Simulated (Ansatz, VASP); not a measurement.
**Two plane-wave programs on PbO**

```
CELL_PARAMETERS angstrom
1.84174 1.06333 3.00733
-1.84174 1.06333 3.00733
0.00000 -2.12666 3.00733
ATOMIC_POSITIONS crystal
Pb 0.00000 0.00000 0.00000
O 0.50000 0.50000 0.50000
```

Alike in both runs: task relaxation of cell and atoms; functional r2SCAN; k mesh 12 × 12 × 12; occupations gaussian, width 0.02 eV; no spin polarisation.

|  | VASP | Ansatz |
| --- | --- | --- |
| version | VASP 6.6.1 | Ansatz 0.2.0 |
| potentials or method | VASP PAW PBE potentials, release 64 (Pb_d, O), cutoff 660 eV | scalar-relativistic, plane waves, PAW |
| valence electrons in the cell | 20 | 20 |

|  | VASP | Ansatz | Ansatz less VASP |
| --- | --- | --- | --- |
| gap on the k mesh at the Fermi level, each at its own relaxed structure (eV) | 0.31 | 0.32 | +0.009 |
| relaxed volume (Å³/atom) | 17.75 | 17.73 | -0.018 |
| relaxed cell length with the largest relative difference (Å) | 3.689 | 3.687 | -0.0012 |

VASP's potentials were made for PBE, not for r2SCAN.

Spin-orbit coupling is off throughout.
